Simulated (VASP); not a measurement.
# TePb: single point with PBE

TePb:

```xyz
2
Lattice="0.0000 3.1628 3.1628 3.1628 0.0000 3.1628 3.1628 3.1628 0.0000" Properties=species:S:1:pos:R:3 pbc="T T T"
Pb    0.0000    0.0000    0.0000
Te    3.1628    3.1628    3.1628
```

```json
{
 "Program": "VASP 6.6.1",
 "Task": "single point",
 "Functional": "PBE",
 "Potentials or basis": "VASP PAW PBE potentials, release 64 (Pb_d, Te)",
 "Cutoff": "520 eV",
 "k mesh": "7 × 7 × 7",
 "Occupations": "fermi-dirac, width 0.01 eV",
 "Spin": "no spin polarisation",
 "Dipole correction": "no",
 "k mesh for the DOS": "11 × 11 × 11",
 "Occupations for the DOS": "tetrahedron",
 "Further INCAR settings": "ALGO = Normal; EDIFF = 1e-06"
}
```

| Quantity | Value |
| --- | --- |
| Valence electrons inside the program's atomic spheres | Pb 11.92; Te 3.42 |

Levels at points of the mesh, in eV from the Fermi level:
| k point | band 7 | band 8 | band 9 | band 10 | band 11 | band 12 | band 13 | band 14 |
| --- | --- | --- | --- | --- | --- | --- | --- | --- |
| (0.00, 0.00, 0.00) | -5.39 | -1.57 | -1.57 | -1.57 | 4.17 | 4.17 | 4.17 | 5.67 |

Wall time 55 s on 1 thread of AMD EPYC 7R43 64-Core Processor (Zen 3) (shared host), peak memory 0.19 GiB.

Caveat: this odd mesh misses L, so gap, dielectric constants and Born charges aren't listed; spin-orbit coupling is left out, which moves the levels of the heavy elements.
